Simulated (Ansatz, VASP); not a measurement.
**ZnS in VASP and in Ansatz**

The input INCAR:

```
  PREC = Accurate
  ENCUT = 520
  EDIFF = 1E-7
  ISMEAR = 0
  SIGMA = 0.01
  LREAL = F
  LASPH = T
  NELM = 100
  ALGO = Normal
  ISIF = 2
  LWAVE = F
  LCHARG = F
  GGA = PS
  NBANDS = 16
```

File KPOINTS:

```
regular mesh
0
Gamma
  8 8 8
```

Contents of POSCAR:

```
ZnS
1.0
    0.0000000000      2.6777696447      2.6777696447
    2.6777696447      0.0000000000      2.6777696447
    2.6777696447      2.6777696447      0.0000000000
Zn S
1 1
Direct
    0.7518672256      0.7518672256      0.7518672256
    0.0000000000      0.0000000000      0.0000000000
```

Input for Ansatz:

```yaml
crystal:
  lattice:
    - [0.0, 2.67776964466, 2.67776964466]
    - [2.67776964466, 0.0, 2.67776964466]
    - [2.67776964466, 2.67776964466, 0.0]
  atoms:
    - { symbol: Zn, position: [0.751867225588, 0.751867225588, 0.751867225588] }
    - { symbol: S, position: [0.0, 0.0, 0.0] }
kpoints:
  mp_grid: { grid: [8, 8, 8] }
scf:
  occupations: { method: fixed }
  convergence: { dr2_threshold: 1.0e-10 }
hamiltonian:
  xc: pbesol
  pseudopotentials: { kind: all_electron, lapw: { basis_error: 0.0005 } }
output:
  forces: true
  stress: true
  eigenstates:
    kpoints:
      - [0.0, 0.0, 0.0]
      - [0.5, 0.5, 0.0]
      - [0.5, 0.0, 0.5]
      - [0.0, 0.5, 0.5]
      - [0.0, 0.5, 0.0]
      - [0.5, 0.0, 0.0]
      - [0.0, 0.0, 0.5]
      - [0.5, 0.5, 0.5]
  eigenvalues: true
```

Change from the starting cell: atom 1 moved by [0.01, 0.01, 0.01] A.

Alike in both runs: task single point; functional PBEsol; k mesh 8 × 8 × 8; no spin polarisation.

|  | VASP | Ansatz |
| --- | --- | --- |
| version | VASP 6.6.1 | Ansatz 0.2.0 |
| potentials or method | VASP PAW PBE potentials, release 64 (Zn, S), cutoff 520 eV | all-electron LAPW, scalar-relativistic |
| occupations | gaussian, width 0.01 eV | fixed |

```csv
,VASP,Ansatz,Ansatz less VASP
gap on the k mesh at the Fermi level (eV),2.09,2.08,-0.004
pressure (GPa),0.3,0.1,-0.20
"traceless stress, the component that is largest in VASP (GPa)",0.27,0.26,-0.004
rms of the force components (eV/Å),0.065,0.064,-0.0006
```

VASP's potentials were made for PBE, not for PBEsol. Atom by atom the forces differ by 0.001 eV/Å (rms over components). Ansatz ran all-electron here, and VASP with PAW potentials.
